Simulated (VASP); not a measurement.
A run of VASP 6.6.1 is set up as follows.

INCAR

```
  PREC = Accurate
  ENCUT = 600
  EDIFF = 1E-7
  ISMEAR = -1
  SIGMA = 0.02
  LREAL = F
  LASPH = T
  NELM = 120
  ALGO = Normal
  ISIF = 3
  LWAVE = F
  LCHARG = F
  GGA = PE
  IBRION = 2
  NSW = 80
  EDIFFG = -0.005
  GGA_COMPAT = F
  NELMIN = 4
```

KPOINTS

```
regular mesh
0
Gamma
  6 6 6
```

The input POSCAR:

```
BaF2
1.0
    0.0000000000      3.0513796400      3.0513796400
    3.0513796400      0.0000000000      3.0513796400
    3.0513796400      3.0513796400      0.0000000000
Ba F
1 2
Direct
    0.0000000000      0.0000000000      0.0000000000
    0.7500000000      0.7500000000      0.7500000000
    0.2500000000      0.2500000000      0.2500000000
```

Potentials or basis: VASP PAW PBE potentials, release 64 (Ba_sv, F).

Launch:

```sh
$ cat potpaw_PBE.64/Ba_sv/POTCAR potpaw_PBE.64/F/POTCAR > POTCAR
$ mpirun -np 1 vasp_std > vasp.out
```

Task: Estimate the relaxed volume.

Result: 20.66 Å³/atom.

Task: Predict the band gap on the k mesh.

Result: 6.60 eV (least direct gap 6.65 eV).

Task: Predict the relaxed cell.

Result: a = 4.442 Å, b = 4.442 Å, c = 4.442 Å, α = 60.00°, β = 60.00°, γ = 60.00°.

Final structure:
```yaml
crystal:
  lattice:
    - [0.00000, 3.14113, 3.14113]
    - [3.14113, 0.00000, 3.14113]
    - [3.14113, 3.14113, 0.00000]
  atoms:
    - { symbol: Ba, position: [0.00000, 0.00000, 0.00000] }
    - { symbol: F, position: [0.75000, 0.75000, 0.75000] }
    - { symbol: F, position: [0.25000, 0.25000, 0.25000] }
```

Caveat: spin-orbit coupling is left out, which moves the levels of the heavy elements. A k mesh can miss the band edges.
